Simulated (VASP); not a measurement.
Here is a VASP 6.6.1 calculation.

The input INCAR:

```
SYSTEM = Tc12H
PREC = Accurate
ENCUT = 520
EDIFF = 1E-6
ISMEAR = 0
SIGMA = 0.1
LREAL = .FALSE.
LASPH = .TRUE.
NELM = 80
ALGO = Normal
ISIF = 2
LWAVE = .FALSE.
LCHARG = .FALSE.
GGA = PE
NBANDS = 90
```

KPOINTS

```
Automatic mesh
0
G
  4 3 4
  0 0 0
```

Contents of POSCAR:

```
Tc12H
1.0
    5.4800000000      0.0000000000      0.0000000000
   -4.1100000000      7.1187290000      0.0000000000
    0.0000000000      0.0000000000      4.3949600000
Tc H
12 1
Direct
   -0.0008475944     -0.0012283177     -0.0081032509
    0.1663798635      0.2210331530      0.5039587186
    0.0038680310      0.3314842087     -0.0131286301
    0.1734736018      0.5570120067      0.5107587753
    0.0032387959      0.6703107999     -0.0104093346
    0.1665433332      0.8886564154      0.5050588459
    0.5007815746     -0.0005391986     -0.0067636120
    0.6639936212      0.2178305909      0.5087890443
    0.4937328330      0.3311230959     -0.0125063658
    0.6633041059      0.5566756470      0.5113594145
    0.5008319585      0.6670728114     -0.0056316097
    0.6681882374      0.8893890790      0.5064236474
    0.8336576386      0.4439327085      0.2493793571
```

Potentials or basis: VASP PAW PBE potentials, release 64 (Tc_pv, H).

The run is started by

```console
$ cat potpaw_PBE.64/Tc_pv/POTCAR potpaw_PBE.64/H/POTCAR > POTCAR
$ mpirun -np 1 vasp_std > vasp.out
```

(1) What does it give for the largest force?

(2) Predict the band gap on the k mesh.

(3) Estimate the pressure.

Results:

(1) 0.030 eV/Å.

(2) zero (an odd number of electrons rules out a gap without spin polarisation).

(3) 6.1 GPa.
